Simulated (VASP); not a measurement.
A run of VASP 6.6.1 is set up as follows.

The input INCAR:

```
SYSTEM = NaF
PREC = Accurate
ENCUT = 520
EDIFF = 1E-7
ISMEAR = 0
SIGMA = 0.02
LREAL = .False.
LASPH = .True.
NELM = 80
ALGO = Normal
ISIF = 2
LWAVE = .False.
LCHARG = .False.
GGA = PE
NBANDS = 14
```

Contents of KPOINTS:

```
regular mesh
0
Gamma
  8 8 8
  0 0 0
```

Contents of POSCAR:

```
NaF
1.0
    0.0000000000      2.3497917110      2.3497917110
    2.3497917110      0.0000000000      2.3497917110
    2.3497917110      2.3497917110      0.0000000000
Na F
1 1
Direct
    0.0000000000      0.0000000000      0.0000000000
    0.5000000000      0.5000000000      0.5000000000
```

Potentials or basis: VASP PAW PBE potentials, release 64 (Na_pv, F).

Command:

```bash
$ cat potpaw_PBE.64/Na_pv/POTCAR potpaw_PBE.64/F/POTCAR > POTCAR
$ mpirun -np 1 vasp_std > vasp.out
```

Question: Predict the pressure.

Answer: -0.1 GPa.

Question: Predict the band gap on the k mesh.

Answer: 6.08 eV.
